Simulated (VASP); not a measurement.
The system is MgS.

```
CELL_PARAMETERS angstrom
4.03462 0.00000 0.00000
-2.01731 3.49409 0.00000
0.00000 0.00000 6.43229
ATOMIC_POSITIONS crystal
Mg 0.66667 0.33333 0.49575
Mg 0.33333 0.66667 0.99575
S 0.33333 0.66667 0.37924
S 0.66667 0.33333 0.87924
```

Program: VASP 6.6.1. Alike in all runs: task single point; no spin polarisation; cell as given; k mesh 5 × 5 × 3; cutoff (eV) 600; smearing fermi-dirac 0.1 eV.

Task: Order these runs on this cell by their pressure, lowest first.
A. level LDA; potentials or basis VASP PAW LDA potentials, release 64 (Mg, S)
B. level PBEsol; potentials or basis VASP PAW PBE potentials, release 64 (Mg, S)
C. level BLYP; potentials or basis VASP PAW PBE potentials, release 64 (Mg, S)

Result: A (-2.4 GPa), B (-0.4 GPa), C (2.4 GPa).

Caveats: the PAW data sets were made with another functional, which shifts forces and pressure a little (at least some runs).
